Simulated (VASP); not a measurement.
Input of a VASP 6.6.1 run:

POSCAR

```
Au
1.0
    0.0000000000      2.0585000000      2.0585000000
    2.0585000000      0.0000000000      2.0585000000
    2.0585000000      2.0585000000      0.0000000000
Au
1
Direct
    0.0000000000      0.0000000000      0.0000000000
```

Contents of INCAR.step1:

```
SYSTEM = Au
PREC = Accurate ; ENCUT = 600
ISMEAR = 0 ; SIGMA = 0.1
LREAL = .FALSE. ; LASPH = .TRUE.
NELM = 60 ; GGA = PE
ALGO = Normal ; EDIFF = 1E-4
LWAVE = .TRUE. ; LCHARG = .FALSE.
```

File INCAR.step2:

```
SYSTEM = Au
PREC = Accurate ; ENCUT = 600
EDIFF = 1E-6 ; ISMEAR = 0
SIGMA = 0.1 ; LREAL = .FALSE.
LASPH = .TRUE. ; NELM = 60
ALGO = Normal ; ISIF = 3
LWAVE = .FALSE. ; LCHARG = .FALSE.
METAGGA = R2SCAN ; LMIXTAU = .TRUE.
IBRION = 2 ; NSW = 100
EDIFFG = -0.002 ; ISTART = 1
```

KPOINTS

```
Automatic mesh
0
G
  18 18 18
  0 0 0
```

Potentials or basis: VASP PAW PBE potentials, release 64 (Au).

Command:

```bash
$ cat potpaw_PBE.64/Au/POTCAR > POTCAR
$ cp INCAR.step1 INCAR
$ mpirun -np 1 vasp_std > vasp.out
$ cp INCAR.step2 INCAR
$ mpirun -np 1 vasp_std > vasp.out
```

Question: Predict the space group after relaxing (to 0.1 Å).

Answer: Fm-3m (No. 225).

Question: Estimate the relaxed cell.

Answer: a = 2.918 Å, b = 2.918 Å, c = 2.918 Å, α = 60.00°, β = 60.00°, γ = 60.00°.

Question: What does it give for the band gap on the k mesh?

Answer: Zero (an odd number of electrons rules out a gap without spin polarisation).

Question: Predict the relaxed volume.

Answer: 17.57 Å³/atom.

Final structure:
```
Au
1.0
     0.00000    2.06357    2.06357
     2.06357    0.00000    2.06357
     2.06357    2.06357    0.00000
Au
1
Direct
  0.00000 0.00000 0.00000
```

Caveat: the PAW data sets were made with another functional, which shifts forces and pressure a little; spin-orbit coupling is left out, which moves the levels of the heavy elements. Zero-point motion and thermal expansion aren't in these numbers.
